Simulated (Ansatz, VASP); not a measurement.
Te: VASP beside Ansatz

```xyz
3
Lattice="4.3171 -2.4177 0.0000 4.3171 2.4177 0.0000 -0.1330 0.0000 4.0350" Properties=species:S:1:pos:R:3 pbc="T T T"
Te    5.7470    0.0000    2.7236
Te    2.7543    0.0000    1.3114
Te    0.0000    0.0000    0.0000
```

Change from the starting cell: volume scaled by 1.06, PAW files.

Alike in both runs: task electric field gradients; functional LDA; k mesh 8 × 8 × 8; occupations fermi-dirac, width 0.05 eV; no spin polarisation.

|  | VASP | Ansatz |
| --- | --- | --- |
| version | VASP 6.6.1 | Ansatz 0.2.0 |
| potentials or method | VASP PAW LDA potentials, release 64 (Te) | PAW with Ansatz's default frozen-core files, scalar-relativistic |
| plane-wave cutoff (eV) | 520 | 420 |
| valence electrons in the cell | 18 | 48 |

|  | VASP | Ansatz | Ansatz less VASP |
| --- | --- | --- | --- |
| pressure (GPa) | 0.4 | 0.3 | -0.08 |
| traceless stress, the component that is largest in VASP (GPa) | 2.37 | 2.45 | +0.075 |
| rms of the force components (eV/Å) | 0.149 | 0.145 | -0.0038 |
| size of Vzz on the site where it differs most (V/Å²) | 315.2 | 325.7 | +10.55 |

LDA's correlation is that of Perdew and Zunger in VASP and of Perdew and Wang (1992) in Ansatz. Atom by atom the forces differ by 0.004 eV/Å (rms over components). VASP's potentials hold 18 valence electrons a cell and Ansatz's 48, so a difference there can come from the potentials and not from the codes.

Neither program's run includes spin-orbit coupling.
